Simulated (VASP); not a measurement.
Wanted: the native input for a VASP 6.6.1 run.

- Task: single point
- Functional: PBEsol
- Potentials or basis: VASP PAW PBE potentials, release 64 (Ga_d, N)
- Cutoff: 520 eV
- k mesh: 8 × 8 × 8
- Occupations: gaussian, width 0.01 eV
- Spin: non-collinear spin, zero start, spin-orbit coupling
- Starting moments: [[0.0, 0.0, 0.0], [0.0, 0.0, 0.0]] μB
- Dipole correction: no
- Further INCAR settings: ALGO = Normal; EDIFF = 1e-06; NBANDS = 30

The structure of GaN lies in POSCAR:

```
GaN
1.0
    0.0000000000      2.2491336651      2.2491336651
    2.2491336651      0.0000000000      2.2491336651
    2.2491336651      2.2491336651      0.0000000000
Ga N
1 1
Direct
    0.0000000000      0.0000000000      0.0000000000
    0.2500000000      0.2500000000      0.2500000000
```

These files were run (other wordings do the same):

INCAR

```
SYSTEM = GaN
ALGO = Normal ; EDIFF = 1E-6
ENCUT = 520 ; GGA = PS
GGA_COMPAT = .False. ; ISIF = 2
ISMEAR = 0 ; LASPH = .True.
LCHARG = .True. ; LORBIT = 11
LORBMOM = .True. ; LREAL = .False.
LSORBIT = .True. ; LVHAR = .True.
LWAVE = .False. ; MAGMOM = 0 0 0 0 0 0
NBANDS = 30 ; NELM = 150
PREC = Accurate ; SIGMA = 0.01
```

KPOINTS

```
k-points
0
Gamma
  8 8 8
  0 0 0
```

Potentials or basis: VASP PAW PBE potentials, release 64 (Ga_d, N).

The run is started by

```console
$ cat potpaw_PBE.64/Ga_d/POTCAR potpaw_PBE.64/N/POTCAR > POTCAR
$ mpirun -np 1 vasp_ncl > vasp.out
```

It gave:

```
Pressure                                              : -0.3 GPa
Net moment                                            : 0.00 μB per cell
Valence electrons inside the program's atomic spheres : Ga 11.89; N 3.73
```

Caveat: the PAW data sets were made with another functional, which shifts forces and pressure a little.

Wall time 26 s on 1 thread of Intel(R) Xeon(R) 6975P-C (Granite Rapids) (shared host), peak memory 0.22 GiB.
